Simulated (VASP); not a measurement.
# KBr: single point with r2SCAN

KBr:

```
K Br
1.0
     0.00000    3.30223    3.30223
     3.30223    0.00000    3.30223
     3.30223    3.30223    0.00000
K Br
1 1
Direct
  0.00000 0.00000 0.00000
  0.50000 0.50000 0.50000
```

- Program: VASP 6.6.1
- Task: single point
- Functional: r2SCAN
- Potentials or basis: VASP PAW PBE potentials, release 64 (K_sv, Br)
- Cutoff: 520 eV
- k mesh: 6 × 6 × 6
- Occupations: gaussian, width 0.02 eV
- Spin: no spin polarisation
- Dipole correction: no
- Further INCAR settings: ALGO = Normal; EDIFF = 1e-06; NBANDS = 15

```
Pressure               : 0.0 GPa
Band gap on the k mesh : 5.07 eV, direct
```

Levels at points of the mesh, in eV from the valence-band top:
| k point | band 4 | band 5 | band 6 | band 7 | band 8 | band 9 | band 10 | band 11 | band 12 | band 13 |
| --- | --- | --- | --- | --- | --- | --- | --- | --- | --- | --- |
| (0.00, 0.00, 0.00) | -11.59 | -11.59 | 0.00 | 0.00 | 0.00 | 5.07 | 8.24 | 8.24 | 8.24 | 9.22 |
| (0.50, 0.00, 0.00) | -11.60 | -11.35 | -1.16 | -0.33 | -0.33 | 7.13 | 8.87 | 10.53 | 10.53 | 10.81 |
| (0.50, 0.50, 0.00) | -11.63 | -11.63 | -0.82 | -0.29 | -0.29 | 6.36 | 8.02 | 10.12 | 10.20 | 10.56 |

Wall time 49 s on 1 thread of Intel(R) Xeon(R) 6975P-C (Granite Rapids), with other jobs on the host, peak memory 0.21 GiB.

Caveat: the PAW data sets were made with another functional, which shifts forces and pressure a little. r2SCAN opens gaps a little over a GGA but as a rule still falls short of measured ones.
